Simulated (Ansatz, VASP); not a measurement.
**One calculation of Sn, two programs**

```
CELL_PARAMETERS angstrom
3.08770 0.00000 0.00000
0.00000 3.08770 0.00000
0.00000 0.00000 3.08770
ATOMIC_POSITIONS crystal
Sn 0.00000 0.00000 0.00000
```

Alike in both runs: functional PBE; k mesh 14 × 14 × 14; occupations fermi-dirac, width 0.03 eV; no spin polarisation.

Ansatz relaxed the structure, and its values are those at the end. VASP's run is a single point on that final structure, the one shown.

|  | VASP | Ansatz |
| --- | --- | --- |
| version | VASP 6.6.1 | Ansatz 0.2.0 |
| potentials or method | VASP PAW PBE potentials, release 64 (Sn_d) | PAW with Ansatz's default frozen-core files, scalar-relativistic |
| plane-wave cutoff (eV) | 520 | 420 |
| valence electrons in the cell | 14 | 14 |

|  | VASP | Ansatz | Ansatz less VASP |
| --- | --- | --- | --- |
| pressure (GPa) | -0.1 | 0.0 | +0.05 |
